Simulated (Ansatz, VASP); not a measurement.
**AgCl in VASP and in Ansatz**

```
CELL_PARAMETERS angstrom
0.00000 2.74843 2.74843
2.74843 0.00000 2.74843
2.74843 2.74843 0.00000
ATOMIC_POSITIONS crystal
Ag 0.00000 0.00000 0.00000
Cl 0.50000 0.50000 0.50000
```

Change from the starting cell: volume scaled by 0.9405.

Alike in both runs: task single point; functional PBE; k mesh 12 × 12 × 12; occupations fermi-dirac, width 0.08 eV; no spin polarisation.

```csv
,VASP,Ansatz
version,VASP 6.6.1,Ansatz 0.2.0
potentials or method,"VASP PAW PBE potentials, release 64 (Ag, Cl), cutoff 520 eV","all-electron LAPW, scalar-relativistic"
```

Ansatz gave:

| Quantity | Value |
| --- | --- |
| pressure (GPa) | 3.1 |

Q: Estimate VASP's values.

A: Pressure (GPa): 2.9.

Ansatz ran all-electron here, and VASP with PAW potentials.
